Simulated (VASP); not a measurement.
Pd:

```
Pd
1.0
    -1.55103    1.55103    1.55103
     1.55103   -1.55103    1.55103
     1.55103    1.55103   -1.55103
Pd
1
Cartesian
  0.0000 0.0000 0.0000
```

Base run:

| Item | Value |
| --- | --- |
| Program | VASP 6.6.1 |
| Functional | PBEsol |
| Potentials or basis | VASP PAW PBE potentials, release 64 (Pd) |
| Cutoff | 520 eV |
| k mesh | 12 × 12 × 12 |
| Occupations | fermi-dirac, width 0.05 eV |
| Spin | no spin polarisation |

Its results: band gap on the k mesh zero (band 5 reaches 10.02 eV, above the bottom of band 6 at 8.37 eV); pressure -3.8 GPa.

Task: After a change of settings the same cell gave: band gap on the k mesh zero (band 5 reaches 10.04 eV, above the bottom of band 6 at 8.27 eV); pressure 1.9 GPa. Which change was it?
A. functional from PBEsol to r2SCAN
B. functional from PBEsol to PBE; further incar settings from ALGO = Normal; EDIFF = 1e-06; NBANDS = 11 to ALGO = Fast; EDIFF = 1e-07; NBANDS = 11
C. functional from PBEsol to LDA; potentials or basis from VASP PAW PBE potentials, release 64 (Pd) to VASP PAW LDA potentials, release 64 (Pd)

Result: A.

Caveats: the PAW data sets were made with another functional, which shifts forces and pressure a little.
